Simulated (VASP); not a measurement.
# Ge (I4_1/amd) in VASP: a series of runs

Runs on Ge. Level: PBE. Tasks: single point.

Everything below comes from runs of VASP 6.6.1. Logs are shortened: lines on timing, memory, paths and dates and some standing lists are left out, and cuts for length are marked.

## (1) The cell of the first run

The structure is tetragonal, space group I4_1/amd (No. 141). Conventional cell: a = 3.951 Å, b = 3.951 Å, c = 5.847 Å, α = 90.00°, β = 90.00°, γ = 90.00°. Ge (site symmetry -4m2) has 4 Ge at 2.46 Å within 3.2 Å.

## (2) Single point, PBE (strain -0.030 along x and y, +0.015 along z)

Contents of INCAR:

```
SYSTEM = Ge
PREC = Accurate
ENCUT = 520
EDIFF = 1E-6
ISMEAR = 0
SIGMA = 0.15
LREAL = .FALSE.
LASPH = .TRUE.
NELM = 60
ALGO = Normal
ISIF = 2
LWAVE = .FALSE.
LCHARG = .FALSE.
GGA = PE
NBANDS = 21
```

Contents of KPOINTS:

```
Automatic mesh
0
G
  18 18 18
  0 0 0
```

Contents of POSCAR:

```
Ge
1.0
    0.0000000000      2.7941187278      2.9237427925
    2.7941187278      0.0000000000      2.9237427925
    2.7941187278      2.7941187278      0.0000000000
Ge
2
Direct
    0.5000000000      0.5000000000      0.5000000000
    0.7500000000      0.7500000000      0.7500000000
```

Potentials or basis: VASP PAW PBE potentials, release 64 (Ge_d).

Launch:

```bash
cat potpaw_PBE.64/Ge_d/POTCAR > POTCAR
mpirun -np 1 vasp_std > vasp.out
```

OUTCAR:

```text
SYSTEM = Ge
   PREC = Accurate
   ENCUT = 520
   EDIFF = 1E-6
   ISMEAR = 0
   LREAL = .FALSE.
   LASPH = .TRUE.
   NELM = 60
   ISIF = 2
   GGA = PE

 ion  position               nearest neighbor table
   1  0.500  0.500  0.500-   2 2.46   2 2.46   2 2.46   2 2.46
   2  0.750  0.750  0.750-   1 2.46   1 2.46   1 2.46   1 2.46

  LATTYP: Found a body centered tetragonal cell.
 ALAT       =     3.9514805997
 C/A-ratio  =     1.4798214081

  Lattice vectors:

 A1 = (  -2.7941187278,   0.0000000000,   2.9237427925)
 A2 = (   2.7941187278,   0.0000000000,   2.9237427925)
 A3 = (   0.0000000000,   2.7941187278,  -2.9237427925)

Analysis of symmetry for initial positions (statically):
=====================================================================
 Subroutine PRICEL returns:
 Original cell was already a primitive cell.

 Routine SETGRP: Setting up the symmetry group for a
 body centered tetragonal supercell.

 Subroutine GETGRP returns: Found 16 space group operations
 (whereof  8 operations were pure point group operations)
 out of a pool of 16 trial point group operations.

The static configuration has the point symmetry D_2d.
 The point group associated with its full space group is D_4h.

Analysis of symmetry for dynamics (positions and initial velocities):
=====================================================================
 Subroutine PRICEL returns:
 Original cell was already a primitive cell.

 Routine SETGRP: Setting up the symmetry group for a
 body centered tetragonal supercell.

 Subroutine GETGRP returns: Found 16 space group operations
 (whereof  8 operations were pure point group operations)
 out of a pool of 16 trial point group operations.

The dynamic configuration has the point symmetry D_2d.
 The point group associated with its full space group is D_4h.

 Subroutine INISYM returns: Found 16 space group operations
 (whereof  8 operations are pure point group operations),
 and found     1 'primitive' translations

----------------------------------------------------------------------------------------

                                     Primitive cell

  volume of cell :      45.6519

  direct lattice vectors                    reciprocal lattice vectors
     0.000000000  2.794118728  2.923742793    -0.178947299  0.178947299  0.171013675
     2.794118728  0.000000000  2.923742793     0.178947299 -0.178947299  0.171013675
     2.794118728  2.794118728  0.000000000     0.178947299  0.178947299 -0.171013675

  length of vectors
     4.044177467  4.044177467  3.951480600     0.305434034  0.305434034  0.305434034

  position of ions in fractional coordinates (direct lattice)
     0.500000000  0.500000000  0.500000000
     0.750000000  0.750000000  0.750000000

  ion indices of the primitive-cell ions
   primitive index   ion index
                 1           1
                 2           2

----------------------------------------------------------------------------------------

 KPOINTS: Automatic mesh

Automatic generation of k-mesh.
 Grid dimensions read from file:
 generate k-points for:   18   18   18

 Generating k-lattice:

  Cartesian coordinates                     Fractional coordinates (reciprocal lattice)
    -0.009941517  0.009941517  0.009500760     0.055555556 -0.000000000  0.000000000
     0.009941517 -0.009941517  0.009500760    -0.000000000  0.055555556  0.000000000
     0.009941517  0.009941517 -0.009500760     0.000000000  0.000000000  0.055555556

  Length of vectors
     0.016968557  0.016968557  0.016968557

  Shift w.r.t. Gamma in fractional coordinates (k-lattice)
     0.000000000  0.000000000  0.000000000

 Subroutine IBZKPT returns following result:
 ===========================================

 Found    480 irreducible k-points:

 Following reciprocal coordinates:
            Coordinates               Weight
  0.000000  0.000000  0.000000      1.000000
  0.055556  0.000000  0.000000      8.000000
  0.111111  0.000000  0.000000      8.000000
  0.166667  0.000000  0.000000      8.000000
  0.222222  0.000000  0.000000      8.000000
  0.277778  0.000000  0.000000      8.000000
[... 16 lines left out ...]
 -0.277778  0.055556  0.000000      8.000000
 -0.222222  0.055556  0.000000      8.000000
 [... further k-points ...]
   k-points           NKPTS =    480   k-points in BZ     NKDIM =    480   number of bands    NBANDS=     21
   number of dos      NEDOS =    301   number of ions     NIONS =      2
   total plane-waves  NPLWV =  27000
   dimension x,y,z NGX =    30 NGY =   30 NGZ =   30
   dimension x,y,z NGXF=    60 NGYF=   60 NGZF=   60
   ions per type =               2
   NGX,Y,Z   is equivalent  to a cutoff of  12.33, 12.33, 12.62 a.u.
   NGXF,Y,Z  is equivalent  to a cutoff of  24.66, 24.66, 25.24 a.u.
 SYSTEM =  Ge
   PREC   = accura    normal or accurate (medium, high low for compatibility)
   ISTART =      0    job   : 0-new  1-cont  2-samecut
   ICHARG =      2    charge: 1-file 2-atom 10-const
   ISPIN  =      1    spin polarized calculation?
   LNONCOLLINEAR =      F non collinear calculations
   LSORBIT =      F    spin-orbit coupling
   LASPH  =      T    aspherical Exc in radial PAW
   ENCUT  =  520.0 eV  38.22 Ry    6.18 a.u.   7.52  7.52  7.35*2*pi/ulx,y,z
   NELM   =     60;   NELMIN=  2; NELMDL= -5     # of ELM steps
   EDIFF  = 0.1E-05   stopping-criterion for ELM
   LREAL  =      F    real-space projection
   EDIFFG = 0.1E-04   stopping-criterion for IOM
   NSW    =      0    number of steps for IOM
   IBRION =     -1    ionic relax: 0-MD 1-quasi-New 2-CG
   NFREE  =      0    steps in history (QN), initial steepest desc. (CG)
   ISIF   =      2    stress and relaxation
   ISYM   =      2    0-nonsym 1-usesym 2-fastsym
   POTIM  = 0.5000    time-step for ionic-motion
   TEBEG  =    0.0;   TEEND  =   0.0 temperature during run
   PSTRESS=    0.0 pullay stress
   NELECT =      28.0000    total number of electrons
   NUPDOWN=      -1.0000    fix difference up-down
   EMIN   =  10.00;   EMAX   =-10.00  energy-range for DOS
   EFERMI =   0.00;   METHOD = LEGACY
   ISMEAR =     0;   SIGMA  =   0.15  broadening in eV -4-tet -1-fermi 0-gaus
   EFERMI_NEDOS =   21; number of points for ismear=-14 and -15
   IALGO  =     38    algorithm
   IMIX   =      4    mixing-type and parameters
     AMIX     =   0.40;   BMIX     =  1.00
     AMIX_MAG =   1.60;   BMIX_MAG =  1.00
  volume/ion in A,a.u.               =      22.83       154.04
  Fermi-wavevector in a.u.,A,eV,Ry     =   1.390938  2.628492 26.323321  1.934710
  Thomas-Fermi vector in A             =   2.514825
   LORBIT       =      0    0 simple, 1 ext, 2 COOP (PROOUT), +10 PAW based schemes
   GGA     = PE    functional components
   LHFCALC =     F    Hartree Fock is set to
   AEXX    =    0.0000 exact exchange contribution
   IVDW    =     0    specifies the selected vdW correction
   LEPSILON=     F    determine dielectric tensor
   LRPA    =     F    only Hartree local field effects (RPA)
 non-spin polarized calculation
 Gauss-broadening in eV      SIGMA  =   0.15
  energy-cutoff  :      520.00
  volume of cell :       45.65
 maximum number of plane-waves:      1263
   NGX = 15   NGY = 15   NGZ = 15

 number of electron      28.0000038 magnetization

 Free energy of the ion-electron system (eV)
  ---------------------------------------------------
  ext. energy  EPLUGINS =         0.00000000
  ---------------------------------------------------
  free energy    TOTEN  =        -9.00359301 eV

  energy without entropy =       -9.00309572  energy(sigma->0) =       -9.00334437

 E-fermi :   5.0115     XC(G=0):  -9.8889

 val. band max:        4.9767377461   @ k =  -0.0556   0.0556   0.0000
 cond. band min:       5.0335391892   @ k =   0.5000   0.0000   0.0000
 fundamental gap:      0.0568014431
 Fermi energy:         5.0114786067

 k-point     1 :       0.0000    0.0000    0.0000
  band No.  band energies     occupation
      1     -19.8943      2.00000
      2     -19.8943      2.00000
      3     -19.8842      2.00000
      4     -19.8571      2.00000
      5     -19.8538      2.00000
      6     -19.6628      2.00000
[... 13 lines left out ...]
     20      13.8705      0.00000
     21      14.8343      0.00000

 k-point     2 :       0.0556    0.0000    0.0000
  band No.  band energies     occupation
      1     -19.8963      2.00000
      2     -19.8944      2.00000
      3     -19.8858      2.00000
      4     -19.8540      2.00000
      5     -19.8512      2.00000
      6     -19.6641      2.00000
[... 13 lines left out ...]
     20      13.5924      0.00000
     21      14.4640      0.00000

 k-point     3 :       0.1111    0.0000    0.0000
  band No.  band energies     occupation
      1     -19.9009      2.00000
      2     -19.8958      2.00000
      3     -19.8878      2.00000
      4     -19.8469      2.00000
      5     -19.8451      2.00000
      6     -19.6676      2.00000
[... 13 lines left out ...]
     20      13.2001      0.00000
     21      13.9236      0.00000

 k-point     4 :       0.1667    0.0000    0.0000
  band No.  band energies     occupation
      1     -19.9062      2.00000
      2     -19.8992      2.00000
      3     -19.8870      2.00000
      4     -19.8386      2.00000
      5     -19.8377      2.00000
      6     -19.6721      2.00000
[... 13 lines left out ...]
     20      13.0387      0.00000
     21      13.5208      0.00000

 k-point     5 :       0.2222    0.0000    0.0000
  band No.  band energies     occupation
      1     -19.9110      2.00000
      2     -19.9027      2.00000
      3     -19.8847      2.00000
      4     -19.8307      2.00000
      5     -19.8305      2.00000
      6     -19.6767      2.00000
[... 13 lines left out ...]
     20      13.2222      0.00000
     21      13.3451      0.00000
[... 382 lines left out ...]
     20      14.2680      0.00000
     21      16.1322      0.00000

 k-point    22 :      -0.3333    0.0556    0.0000
  band No.  band energies     occupation
      1     -19.9206      2.00000
      2     -19.9076      2.00000
      3     -19.8742      2.00000
      4     -19.8205      2.00000
      5     -19.8137      2.00000
      6     -19.6919      2.00000
[... 13 lines left out ...]
     20      13.5573      0.00000
     21      15.2081      0.00000

 k-point    23 :      -0.2778    0.0556    0.0000
  band No.  band energies     occupation
      1     -19.9185      2.00000
      2     -19.9047      2.00000
      3     -19.8774      2.00000
      4     -19.8261      2.00000
      5     -19.8173      2.00000
      6     -19.6893      2.00000
[... 13 lines left out ...]
     20      13.0841      0.00000
     21      14.4005      0.00000

 k-point    24 :      -0.2222    0.0556    0.0000
  band No.  band energies     occupation
      1     -19.9152      2.00000
      2     -19.9009      2.00000
      3     -19.8813      2.00000
      4     -19.8327      2.00000
      5     -19.8230      2.00000
      6     -19.6846      2.00000
[... 13 lines left out ...]
     20      13.0864      0.00000
     21      13.8271      0.00000

 [... further k-points ...]
[... 5 lines left out ...]
  --------------------------------------------------------------------------------------
  -------------------------------------------------------------------------------------
  Total        1.1682224      1.1682224      0.1901701      0.0000000      0.0000000     -0.0000000
  in kB       40.9993755     40.9993755      6.6741176      0.0000000      0.0000000     -0.0000000
  external PRESSURE =      29.5576229 kB  Pullay stress =       0.0000000 kB

 VOLUME and BASIS-vectors are now :
 -----------------------------------------------------------------------------
  energy-cutoff  :      520.00
  volume of cell :       45.65
      direct lattice vectors                 reciprocal lattice vectors
     0.000000000  2.794118728  2.923742793    -0.178947299  0.178947299  0.171013675
     2.794118728  0.000000000  2.923742793     0.178947299 -0.178947299  0.171013675
     2.794118728  2.794118728  0.000000000     0.178947299  0.178947299 -0.171013675

 POSITION                                       TOTAL-FORCE (eV/Angst)
 -----------------------------------------------------------------------------------
      2.79412      2.79412      2.92374         0.000000      0.000000     -0.000000
      4.19118      4.19118      4.38561        -0.000000     -0.000000      0.000000
 -----------------------------------------------------------------------------------
    total drift:                                0.000000     -0.000000     -0.000000

  FREE ENERGIE OF THE ION-ELECTRON SYSTEM (eV)
  ---------------------------------------------------
  free  energy   TOTEN  =        -9.0035930146 eV

  energy  without entropy=       -9.0030957226  energy(sigma->0) =       -9.00334437
```

It took 2.6 min on 1 thread of Intel Xeon 6975P-C (Granite Rapids), shared host; peak memory 0.45 GiB.

What came out:

- Free energy: -9.0036 eV
- Pressure: 3.0 GPa
- Band gap on the k mesh: zero (filled and empty bands touch)

Stress tensor (GPa, compression positive):
```
4.10 0.00 0.00
0.00 4.10 0.00
0.00 0.00 0.67
```

Caveat: the cell differs from its parent crystal (strain -0.030 along x and y, +0.015 along z).

## (3) Single point, PBE (strain -0.030 along x and y, +0.030 along z)

Contents of INCAR:

```
PREC     = Accurate       # precision mode
ENCUT    = 520            # plane-wave cutoff, eV
EDIFF    = 1E-6           # SCF threshold, eV
ISMEAR   = 0              # smearing method
SIGMA    = 0.15           # smearing width, eV
LREAL    = F              # projectors in reciprocal space
LASPH    = T              # aspherical terms in the spheres
NELM     = 60             # most SCF steps
ALGO     = Normal         # electronic algorithm
ISIF     = 2              # what is computed and relaxed
LWAVE    = F              # write WAVECAR
LCHARG   = F              # write CHGCAR
GGA      = PE             # functional
NBANDS   = 21             # bands
```

Contents of KPOINTS:

```
regular mesh
0
Gamma
  18 18 18
```

Contents of POSCAR:

```
Ge
1.0
    0.0000000000      2.7941187278      2.9669508140
    2.7941187278      0.0000000000      2.9669508140
    2.7941187278      2.7941187278      0.0000000000
Ge
2
Direct
    0.5000000000      0.5000000000      0.5000000000
    0.7500000000      0.7500000000      0.7500000000
```

Potentials or basis: VASP PAW PBE potentials, release 64 (Ge_d).

Launch:

```bash
cat potpaw_PBE.64/Ge_d/POTCAR > POTCAR
mpirun -np 1 vasp_std > vasp.out
```

Run time: 2.5 min. Hardware: 1 thread of Intel Xeon 6975P-C (Granite Rapids), shared host; peak memory 0.45 GiB.

It converged, with:

* Free energy: -9.0030 eV
* Pressure: 1.9 GPa
* Band gap on the k mesh: zero (band 14 reaches 4.94 eV, above the bottom of band 15 at 4.82 eV)

Stress tensor (GPa, compression positive):
```
 3.43  0.00  0.00
 0.00  3.43  0.00
 0.00  0.00 -1.12
```

Levels at points of the mesh, in eV from the Fermi level:
```tsv
k point	band 10	band 11	band 12	band 13	band 14	band 15	band 16	band 17	band 18	band 19
(0.00, 0.00, 0.00)	-24.63	-12.68	-0.42	-0.30	0.07	0.07	2.38	2.38	2.66	6.29
(0.50, 0.00, 0.00)	-24.60	-10.65	-7.58	-1.73	-1.18	-0.04	3.55	3.83	7.07	10.16
(0.50, 0.50, 0.00)	-24.58	-9.07	-9.07	-2.80	-2.80	1.02	1.02	9.17	9.17	11.08
(0.50, 0.00, 0.50)	-24.60	-8.79	-8.79	-3.21	-3.21	0.54	0.54	9.05	9.05	11.06
```

Caveat: the cell differs from its parent crystal (strain -0.030 along x and y, +0.030 along z).
